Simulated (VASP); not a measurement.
Crystal: Ga3Se.

```xyz
4
Lattice="4.4325 0.0000 0.0000 0.0000 4.4325 0.0000 0.0000 0.0000 4.4325" Properties=species:S:1:pos:R:3 pbc="T T T"
Se    0.0000    0.0000    0.0000
Ga    2.2162    2.2162    0.0000
Ga    2.2162    0.0000    2.2162
Ga    0.0000    2.2162    2.2162
```

| Item | Value |
| --- | --- |
| Program | VASP 6.6.1 |
| Task | relaxation of cell and atoms |
| Functional | PBEsol |
| Potentials or basis | VASP PAW PBE potentials, release 64 (Se, Ga_d) |
| Cutoff | 600 eV |
| k mesh | 6 × 6 × 6 |
| Occupations | fermi-dirac, width 0.05 eV |
| Spin | no spin polarisation |

At the start: pressure -3.6 GPa; volume 21.77 Å³/atom.

How do energy, volume and symmetry change on relaxing?

Over 3 steps the energy falls by 22.2 meV/atom and the volume is 19.95 Å³/atom (-8.4 %); space group Pm-3m (No. 221, to 0.1 Å) before and after.

Step by step:
```csv
step,energy change (eV),largest force (eV/Å),pressure (GPa),volume (Å³)
1,0.0000,0.0000,-3.60,87.08
2,-0.0859,0.0000,-0.78,81.06
3,-0.0888,0.0000,0.03,79.79
```

Final structure:
```
Se Ga
1.0
     4.30518    0.00000    0.00000
     0.00000    4.30518    0.00000
     0.00000    0.00000    4.30518
Se Ga
1 3
Cartesian
  0.0000 0.0000 0.0000
  2.1526 2.1526 0.0000
  2.1526 0.0000 2.1526
  0.0000 2.1526 2.1526
```

Caveat: the PAW data sets were made with another functional, which shifts forces and pressure a little.
